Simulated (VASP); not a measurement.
# K (Im-3m) in VASP: a series of runs

Runs on K. Level: LDA. Tasks: single point, relaxation of cell and atoms.

All numbers are computed with VASP 6.6.1; they aren't measurements. Logs are shortened: lines on timing, memory, paths and dates and some standing lists are left out, and cuts for length are marked.

## 1. The cell of the first run

The structure is cubic, space group Im-3m (No. 229). The conventional cell has a = 5.043 Å, b = 5.043 Å, c = 5.043 Å, α = 90.00°, β = 90.00°, γ = 90.00°. Within 5.7 Å of K (site symmetry m-3m) lie 14 K at 4.37 to 5.04 Å.

## 2. Single point, LDA

File INCAR:

```
SYSTEM = K
PREC = Accurate ; ENCUT = 520
EDIFF = 1E-6 ; ISMEAR = 1
SIGMA = 0.1 ; LREAL = .FALSE.
LASPH = .TRUE. ; NELM = 100
ALGO = Normal ; ISIF = 2
LWAVE = .FALSE. ; LCHARG = .TRUE.
LELF = .TRUE. ; LVHAR = .TRUE.
NBANDS = 10
```

File KPOINTS:

```
regular mesh
0
G
  5 5 5
  0 0 0
```

File POSCAR:

```
K
1.0
   -2.5214533536      2.5214533536      2.5214533536
    2.5214533536     -2.5214533536      2.5214533536
    2.5214533536      2.5214533536     -2.5214533536
K
1
Direct
    0.0000000000      0.0000000000      0.0000000000
```

Potentials or basis: VASP PAW LDA potentials, release 64 (K_sv).

Run with:

```sh
> cat potpaw_LDA.64/K_sv/POTCAR > POTCAR
> mpirun -np 1 vasp_std > vasp.out
```

OUTCAR:

```text
SYSTEM = K
   PREC = Accurate
   ENCUT = 520
   EDIFF = 1E-6
   ISMEAR = 1
   LREAL = .FALSE.
   LASPH = .TRUE.
   NELM = 100
   ISIF = 2

 ion  position               nearest neighbor table
   1  0.000  0.000  0.000-

  LATTYP: Found a body centered cubic cell.
 ALAT       =     5.0429067072

  Lattice vectors:

 A1 = (  -2.5214533536,   2.5214533536,   2.5214533536)
 A2 = (   2.5214533536,  -2.5214533536,   2.5214533536)
 A3 = (   2.5214533536,   2.5214533536,  -2.5214533536)

Analysis of symmetry for initial positions (statically):
=====================================================================
 Subroutine PRICEL returns:
 Original cell was already a primitive cell.

 Routine SETGRP: Setting up the symmetry group for a
 body centered cubic supercell.

 Subroutine GETGRP returns: Found 48 space group operations
 (whereof 48 operations were pure point group operations)
 out of a pool of 48 trial point group operations.

The static configuration has the point symmetry O_h .

Analysis of symmetry for dynamics (positions and initial velocities):
=====================================================================
 Subroutine PRICEL returns:
 Original cell was already a primitive cell.

 Routine SETGRP: Setting up the symmetry group for a
 body centered cubic supercell.

 Subroutine GETGRP returns: Found 48 space group operations
 (whereof 48 operations were pure point group operations)
 out of a pool of 48 trial point group operations.

The dynamic configuration has the point symmetry O_h .

 Subroutine INISYM returns: Found 48 space group operations
 (whereof 48 operations are pure point group operations),
 and found     1 'primitive' translations

----------------------------------------------------------------------------------------

                                     Primitive cell

  volume of cell :      64.1228

  direct lattice vectors                    reciprocal lattice vectors
    -2.521453354  2.521453354  2.521453354     0.000000000  0.198298334  0.198298334
     2.521453354 -2.521453354  2.521453354     0.198298334  0.000000000  0.198298334
     2.521453354  2.521453354 -2.521453354     0.198298334  0.198298334  0.000000000

  length of vectors
     4.367285317  4.367285317  4.367285317     0.280436194  0.280436194  0.280436194

  position of ions in fractional coordinates (direct lattice)
     0.000000000  0.000000000  0.000000000

  ion indices of the primitive-cell ions
   primitive index   ion index
                 1           1

----------------------------------------------------------------------------------------

 KPOINTS: regular mesh

Automatic generation of k-mesh.
 Grid dimensions read from file:
 generate k-points for:    5    5    5

 Generating k-lattice:

  Cartesian coordinates                     Fractional coordinates (reciprocal lattice)
     0.000000000  0.039659667  0.039659667     0.200000000  0.000000000  0.000000000
     0.039659667  0.000000000  0.039659667     0.000000000  0.200000000  0.000000000
     0.039659667  0.039659667  0.000000000     0.000000000  0.000000000  0.200000000

  Length of vectors
     0.056087239  0.056087239  0.056087239

  Shift w.r.t. Gamma in fractional coordinates (k-lattice)
     0.000000000  0.000000000  0.000000000

 Subroutine IBZKPT returns following result:
 ===========================================

 Found     10 irreducible k-points:

 Following reciprocal coordinates:
            Coordinates               Weight
  0.000000  0.000000  0.000000      1.000000
  0.200000  0.000000  0.000000     12.000000
  0.400000  0.000000  0.000000     12.000000
  0.200000  0.200000  0.000000     24.000000
  0.400000  0.200000  0.000000     24.000000
  0.200000  0.200000  0.200000      8.000000
 -0.200000  0.200000  0.200000      6.000000
 -0.400000  0.400000  0.200000     24.000000
 -0.400000 -0.400000  0.200000      8.000000
 -0.400000  0.400000  0.400000      6.000000
   k-points           NKPTS =     10   k-points in BZ     NKDIM =     10   number of bands    NBANDS=     10
   number of dos      NEDOS =    301   number of ions     NIONS =      1
   total plane-waves  NPLWV =  32768
   dimension x,y,z NGX =    32 NGY =   32 NGZ =   32
   dimension x,y,z NGXF=    64 NGYF=   64 NGZF=   64
   ions per type =               1
   NGX,Y,Z   is equivalent  to a cutoff of  12.18, 12.18, 12.18 a.u.
   NGXF,Y,Z  is equivalent  to a cutoff of  24.36, 24.36, 24.36 a.u.
 SYSTEM =  K
   PREC   = accura    normal or accurate (medium, high low for compatibility)
   ISTART =      0    job   : 0-new  1-cont  2-samecut
   ICHARG =      2    charge: 1-file 2-atom 10-const
   ISPIN  =      1    spin polarized calculation?
   LNONCOLLINEAR =      F non collinear calculations
   LSORBIT =      F    spin-orbit coupling
   LASPH  =      T    aspherical Exc in radial PAW
   ENCUT  =  520.0 eV  38.22 Ry    6.18 a.u.   8.12  8.12  8.12*2*pi/ulx,y,z
   NELM   =    100;   NELMIN=  2; NELMDL= -5     # of ELM steps
   EDIFF  = 0.1E-05   stopping-criterion for ELM
   LREAL  =      F    real-space projection
   EDIFFG = 0.1E-04   stopping-criterion for IOM
   NSW    =      0    number of steps for IOM
   IBRION =     -1    ionic relax: 0-MD 1-quasi-New 2-CG
   NFREE  =      0    steps in history (QN), initial steepest desc. (CG)
   ISIF   =      2    stress and relaxation
   ISYM   =      2    0-nonsym 1-usesym 2-fastsym
   POTIM  = 0.5000    time-step for ionic-motion
   TEBEG  =    0.0;   TEEND  =   0.0 temperature during run
   PSTRESS=    0.0 pullay stress
   NELECT =       9.0000    total number of electrons
   NUPDOWN=      -1.0000    fix difference up-down
   EMIN   =  10.00;   EMAX   =-10.00  energy-range for DOS
   EFERMI =   0.00;   METHOD = LEGACY
   ISMEAR =     1;   SIGMA  =   0.10  broadening in eV -4-tet -1-fermi 0-gaus
   EFERMI_NEDOS =   21; number of points for ismear=-14 and -15
   IALGO  =     38    algorithm
   IMIX   =      4    mixing-type and parameters
     AMIX     =   0.40;   BMIX     =  1.00
     AMIX_MAG =   1.60;   BMIX_MAG =  1.00
  volume/ion in A,a.u.               =      64.12       432.72
  Fermi-wavevector in a.u.,A,eV,Ry     =   0.850782  1.607744  9.848295  0.723829
  Thomas-Fermi vector in A             =   1.966812
   LORBIT       =      0    0 simple, 1 ext, 2 COOP (PROOUT), +10 PAW based schemes
   GGA     = CA    functional components
   LHFCALC =     F    Hartree Fock is set to
   AEXX    =    0.0000 exact exchange contribution
   IVDW    =     0    specifies the selected vdW correction
   LEPSILON=     F    determine dielectric tensor
   LRPA    =     F    only Hartree local field effects (RPA)
 non-spin polarized calculation
 Methfessel and Paxton  Order N= 1 SIGMA  =   0.10
  energy-cutoff  :      520.00
  volume of cell :       64.12
 maximum number of plane-waves:      1742
   NGX = 17   NGY = 17   NGZ = 17

 number of electron       8.9999998 magnetization

 Free energy of the ion-electron system (eV)
  ---------------------------------------------------
  ext. energy  EPLUGINS =         0.00000000
  ---------------------------------------------------
  free energy    TOTEN  =        -1.16420471 eV

  energy without entropy =       -1.15959745  energy(sigma->0) =       -1.16266896

 E-fermi :   0.0720     XC(G=0):  -6.2338

 val. band max:       -0.3558375809   @ k =   0.4000   0.0000   0.0000
 cond. band min:       0.0948124983   @ k =  -0.4000   0.4000   0.2000
 fundamental gap:      0.4506500792
 Fermi energy:         0.0720125120

 k-point     1 :       0.0000    0.0000    0.0000
  band No.  band energies     occupation
      1     -31.7389      2.00000
      2     -15.4055      2.00000
      3     -15.4055      2.00000
      4     -15.4055      2.00000
      5      -2.3649      2.00000
      6       4.2840      0.00000
      7       4.2840      0.00000
      8       4.2840      0.00000
      9       5.3141      0.00000
     10       5.3141      0.00000

 k-point     2 :       0.2000    0.0000    0.0000
  band No.  band energies     occupation
      1     -31.7360      2.00000
      2     -15.4455      2.00000
      3     -15.4185      2.00000
      4     -15.4056      2.00000
      5      -1.8163      2.00000
      6       3.4240      0.00000
      7       3.7755      0.00000
      8       4.7510      0.00000
      9       5.0655      0.00000
     10       5.2775      0.00000

 k-point     3 :       0.4000    0.0000    0.0000
  band No.  band energies     occupation
      1     -31.7312      2.00000
      2     -15.5087      2.00000
      3     -15.4394      2.00000
      4     -15.4056      2.00000
      5      -0.3558      2.00000
      6       1.5919     -0.00000
      7       3.1955      0.00000
      8       5.1088      0.00000
      9       5.6054      0.00000
     10       6.0659      0.00000

 k-point     4 :       0.2000    0.2000    0.0000
  band No.  band energies     occupation
      1     -31.7321      2.00000
      2     -15.4876      2.00000
      3     -15.4362      2.00000
      4     -15.4142      2.00000
      5      -0.8018      2.00000
      6       2.4498      0.00000
      7       2.9369      0.00000
      8       4.9920      0.00000
      9       5.2585      0.00000
     10       5.7603      0.00000

 k-point     5 :       0.4000    0.2000    0.0000
  band No.  band energies     occupation
      1     -31.7298      2.00000
      2     -15.5052      2.00000
      3     -15.4580      2.00000
      4     -15.4167      2.00000
      5       0.8084     -0.00000
      6       0.9726     -0.00000
      7       2.4793      0.00000
      8       4.7717      0.00000
      9       5.7185      0.00000
     10       5.7190      0.00000

 k-point     6 :       0.2000    0.2000    0.2000
  band No.  band energies     occupation
      1     -31.7303      2.00000
      2     -15.4903      2.00000
      3     -15.4426      2.00000
      4     -15.4426      2.00000
      5       0.5286     -0.00000
      6       1.9201     -0.00000
      7       1.9201     -0.00000
      8       4.0599      0.00000
      9       5.8394      0.00000
     10       5.8394      0.00000

 k-point     7 :      -0.2000    0.2000    0.2000
  band No.  band energies     occupation
      1     -31.7333      2.00000
      2     -15.4508      2.00000
      3     -15.4322      2.00000
      4     -15.4322      2.00000
      5      -1.2939      2.00000
      6       3.4076      0.00000
      7       3.7151      0.00000
      8       3.7151      0.00000
      9       4.9036      0.00000
     10       5.7726      0.00000

 k-point     8 :      -0.4000    0.4000    0.2000
  band No.  band energies     occupation
      1     -31.7289      2.00000
      2     -15.4989      2.00000
      3     -15.4543      2.00000
      4     -15.4345      2.00000
      5       0.0948      0.62500
      6       1.8236     -0.00000
      7       3.4037      0.00000
      8       3.7198      0.00000
      9       5.1686      0.00000
     10       5.9987      0.00000

 k-point     9 :      -0.4000   -0.4000    0.2000
  band No.  band energies     occupation
      1     -31.7269      2.00000
      2     -15.4885      2.00000
      3     -15.4885      2.00000
      4     -15.4411      2.00000
      5       1.3630     -0.00000
      6       1.3630     -0.00000
      7       2.2123      0.00000
      8       4.6130      0.00000
      9       4.6130      0.00000
     10       5.8958      0.00000

 k-point    10 :      -0.4000    0.4000    0.4000
  band No.  band energies     occupation
      1     -31.7252      2.00000
      2     -15.4851      2.00000
      3     -15.4781      2.00000
      4     -15.4781      2.00000
      5       1.0968     -0.00000
      6       1.8003     -0.00000
      7       3.7187      0.00000
      8       3.7187      0.00000
      9       3.7825      0.00000
     10       6.2318      0.00000

------------------------ aborting loop because EDIFF is reached ----------------------------------------

  FORCE on cell =-STRESS in cart. coord.  units (eV):
  Direction    XX          YY          ZZ          XY          YZ          ZX
  --------------------------------------------------------------------------------------
  -------------------------------------------------------------------------------------
  Total       -0.0117520     -0.0117520     -0.0117520      0.0000000     -0.0000000     -0.0000000
  in kB       -0.2936371     -0.2936371     -0.2936371      0.0000000     -0.0000000     -0.0000000
  external PRESSURE =      -0.2936371 kB  Pullay stress =       0.0000000 kB

 VOLUME and BASIS-vectors are now :
 -----------------------------------------------------------------------------
  energy-cutoff  :      520.00
  volume of cell :       64.12
      direct lattice vectors                 reciprocal lattice vectors
    -2.521453354  2.521453354  2.521453354     0.000000000  0.198298334  0.198298334
     2.521453354 -2.521453354  2.521453354     0.198298334  0.000000000  0.198298334
     2.521453354  2.521453354 -2.521453354     0.198298334  0.198298334  0.000000000

 POSITION                                       TOTAL-FORCE (eV/Angst)
 -----------------------------------------------------------------------------------
      0.00000      0.00000      0.00000        -0.000000      0.000000      0.000000
 -----------------------------------------------------------------------------------
    total drift:                               -0.000000      0.000000     -0.000000

  FREE ENERGIE OF THE ION-ELECTRON SYSTEM (eV)
  ---------------------------------------------------
  free  energy   TOTEN  =        -1.1642047145 eV

  energy  without entropy=       -1.1595974470  energy(sigma->0) =       -1.16266896
```

It took 5.3 s on 1 thread of Intel Xeon Platinum 8559C (Emerald Rapids), shared host; peak memory 0.14 GiB.

Results:

* Free energy: -1.1642 eV
* Pressure: 0.0 GPa

Levels at points of the mesh, in eV from the Fermi level:
| k point | band 1 | band 2 | band 3 | band 4 | band 5 | band 6 | band 7 | band 8 |
| --- | --- | --- | --- | --- | --- | --- | --- | --- |
| (0.00, 0.00, 0.00) | -31.81 | -15.48 | -15.48 | -15.48 | -2.44 | 4.21 | 4.21 | 4.21 |

## 3. Relaxation of cell and atoms, LDA

This run uses another cell than the first one, of 71.32 Å³/atom, 1.112 times its volume.

File INCAR:

```
PREC = Accurate
ENCUT = 600
EDIFF = 1E-6
ISMEAR = 1
SIGMA = 0.1
LREAL = F
LASPH = T
NELM = 60
ALGO = Normal
ISIF = 3
LWAVE = F
LCHARG = F
IBRION = 2
NSW = 80
EDIFFG = -0.01
```

File KPOINTS:

```
regular mesh
0
Gamma
  5 5 5
```

File POSCAR:

```
K
1.0
   -2.6125000000      2.6125000000      2.6125000000
    2.6125000000     -2.6125000000      2.6125000000
    2.6125000000      2.6125000000     -2.6125000000
K
1
Direct
    0.0000000000      0.0000000000      0.0000000000
```

Potentials or basis: VASP PAW LDA potentials, release 64 (K_sv).

Run with:

```sh
> cat potpaw_LDA.64/K_sv/POTCAR > POTCAR
> mpirun -np 1 vasp_std > vasp.out
```

Run time: 25 s. Hardware: 1 thread of Intel Xeon Platinum 8559C (Emerald Rapids), shared host; peak memory 0.17 GiB.

Results (log left out):

```
Free energy                            : -1.1644 eV
Relaxed volume                         : 63.99 Å³/atom
Relaxed cell                           : a = 4.364 Å, b = 4.364 Å, c = 4.364 Å, α = 109.47°, β = 109.47°, γ = 109.47°
Space group after relaxing (to 0.05 Å) : Im-3m (No. 229)
Energy gained by relaxing              : 10.1 meV/atom
Ionic steps                            : 5
Pressure after relaxing                : 0.0 GPa
```

The path:
```
step  energy change (eV)  largest force (eV/Å)  pressure (GPa)  volume (Å³)
   1              0.0000                0.0000           -0.40        71.32
   2             -0.0041                0.0000           -0.32        69.51
   3             -0.0090                0.0000           -0.15        66.18
   4             -0.0061                0.0000            0.32        59.85
   5             -0.0101                0.0000           -0.01        63.99
```

Final structure:
```
K
1.0
    -2.51972    2.51972    2.51972
     2.51972   -2.51972    2.51972
     2.51972    2.51972   -2.51972
K
1
Direct
  0.00000 0.00000 0.00000
```

Levels at points of the mesh, in eV from the Fermi level:
| k point | band 2 | band 3 | band 4 | band 5 | band 6 | band 7 |
| --- | --- | --- | --- | --- | --- | --- |
| (0.00, 0.00, 0.00) | -15.48 | -15.48 | -15.48 | -2.44 | 4.21 | 4.21 |

Caveat: the volume moved by -10 % from the deposited cell, more than functionals usually miss.
